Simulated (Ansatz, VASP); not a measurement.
HgTe in VASP and in Ansatz

```
Hg Te
1.0
     0.00000    3.18000    3.18000
     3.18000    0.00000    3.18000
     3.18000    3.18000    0.00000
Hg Te
1 1
Direct
  0.00000 0.00000 0.00000
  0.50000 0.50000 0.50000
```

Alike in both runs: functional PBE; k mesh 7 × 7 × 7; occupations gaussian, width 0.15 eV; non-collinear spin, spin-orbit coupling.

|  | VASP | Ansatz |
| --- | --- | --- |
| version | VASP 6.6.1 | Ansatz 0.2.0 |
| potentials or method | VASP PAW PBE potentials, release 64 (Hg, Te) | PseudoDojo stringent (PBE files) |
| plane-wave cutoff (eV) | 520 | 1388 |
| valence electrons in the cell | 18 | 44 |
| task | single point | atomic charges |

```csv
,VASP,Ansatz,Ansatz less VASP
pressure (GPa),-3.6,-3.7,-0.12
```

VASP's potentials hold 18 valence electrons a cell and Ansatz's 44, so a difference there can come from the potentials and not from the codes.
